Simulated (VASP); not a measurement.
Wanted: the native input for a VASP 6.6.1 run.

```
Task                   : single point
Functional             : PBE
Potentials or basis    : VASP PAW PBE potentials, release 64 (Cd_sv_GW, O)
Cutoff                 : 600 eV
k mesh                 : 6 × 6 × 6
Occupations            : gaussian, width 0.1 eV
Spin                   : no spin polarisation
Dipole correction      : no
Second run             : valence_matched
Further INCAR settings : ALGO = Normal; EDIFF = 1e-06; NBANDS = 41
```

The structure of Cd3O lies in POSCAR:

```
Cd3O
1.0
   -1.9280320060      1.9280320060      4.9397960671
    1.9280320060     -1.9280320060      4.9397960671
    1.9280320060      1.9280320060     -4.9397960671
Cd O
3 1
Direct
    0.5000000000      0.5000000000      0.0000000000
    0.2500000000      0.7500000000      0.5000000000
    0.7500000000      0.2500000000      0.5000000000
    0.0000000000      0.0000000000      0.0000000000
```

The input as run:

INCAR

```
SYSTEM = Cd3O
ALGO     = Normal         ! electronic algorithm
EDIFF    = 1E-6           ! SCF threshold, eV
ENCUT    = 600            ! plane-wave cutoff, eV
GGA      = PE             ! functional
GGA_COMPAT= .False.      
ISIF     = 2              ! what is computed and relaxed
ISMEAR   = 0              ! smearing method
LASPH    = .True.         ! aspherical terms in the spheres
LCHARG   = .False.        ! write CHGCAR
LREAL    = .False.        ! projectors in reciprocal space
LWAVE    = .False.        ! write WAVECAR
NBANDS   = 41             ! bands
NELM     = 120            ! most SCF steps
PREC     = Accurate       ! precision mode
SIGMA    = 0.1            ! smearing width, eV
```

KPOINTS

```
k-points
0
Gamma
  6 6 6
  0 0 0
```

Potentials or basis: VASP PAW PBE potentials, release 64 (Cd_sv_GW, O).

Run with:

```sh
$ cat potpaw_PBE.64/Cd_sv_GW/POTCAR potpaw_PBE.64/O/POTCAR > POTCAR
$ mpirun -np 1 vasp_std > vasp.out
```

Results of the run:

The pressure is -0.8 GPa and the band gap on the k mesh is zero (band 33 reaches 6.43 eV, above the bottom of band 34 at 5.35 eV).

Caveat: the k points lie up to 0.38 Å⁻¹ apart.

Run time: 2.5 min on 1 thread of Intel(R) Xeon(R) Platinum 8488C (Sapphire Rapids), with other jobs on the host, peak memory 0.37 GiB.
